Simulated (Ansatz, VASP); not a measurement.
**Two plane-wave programs on MgS**

File INCAR:

```
SYSTEM = MgS
  ALGO = Normal
  EDIFF = 1E-7
  ENCUT = 520
  GGA = PE
  ISIF = 2
  ISMEAR = 0
  LASPH = .TRUE.
  LCHARG = .TRUE.
  LELF = .TRUE.
  LREAL = .FALSE.
  LVHAR = .TRUE.
  LWAVE = .FALSE.
  NBANDS = 11
  NELM = 80
  PREC = Accurate
  SIGMA = 0.01
```

The input KPOINTS:

```
k-points
0
G
  8 8 8
  0 0 0
```

The input POSCAR:

```
MgS
1.0
    0.0000000000      2.6148134572      2.6148134572
    2.6148134572      0.0000000000      2.6148134572
    2.6148134572      2.6148134572      0.0000000000
Mg S
1 1
Direct
    0.0000000000      0.0000000000      0.0000000000
    0.5000000000      0.5000000000      0.5000000000
```

Input for Ansatz:

```yaml
crystal:
  lattice:
    - [0.0, 2.6148134572, 2.6148134572]
    - [2.6148134572, 0.0, 2.6148134572]
    - [2.6148134572, 2.6148134572, 0.0]
  atoms:
    - { symbol: Mg, position: [0.0, 0.0, 0.0] }
    - { symbol: S, position: [0.5, 0.5, 0.5] }
kpoints:
  mp_grid: { grid: [8, 8, 8] }
hamiltonian:
  xc: pbe
scf:
  occupations: { method: fixed }
  n_extra_bands: 4
output:
  forces: true
  stress: true
  eigenvalues: true
```

Alike in both runs: task single point; functional PBE; k mesh 8 × 8 × 8; no spin polarisation.

|  | VASP | Ansatz |
| --- | --- | --- |
| version | VASP 6.6.1 | Ansatz 0.2.0 |
| potentials or method | VASP PAW PBE potentials, release 64 (Mg, S) | plane waves, PAW |
| plane-wave cutoff (eV) | 520 | 420 |
| occupations | gaussian, width 0.01 eV | fixed |
| valence electrons in the cell | 8 | 16 |

|  | VASP | Ansatz | Ansatz less VASP |
| --- | --- | --- | --- |
| gap on the k mesh at the Fermi level (eV) | 2.74 | 2.76 | +0.015 |
| pressure (GPa) | -0.3 | 0.0 | +0.29 |

VASP's potentials hold 8 valence electrons a cell and Ansatz's 16, so a difference there can come from the potentials and not from the codes.
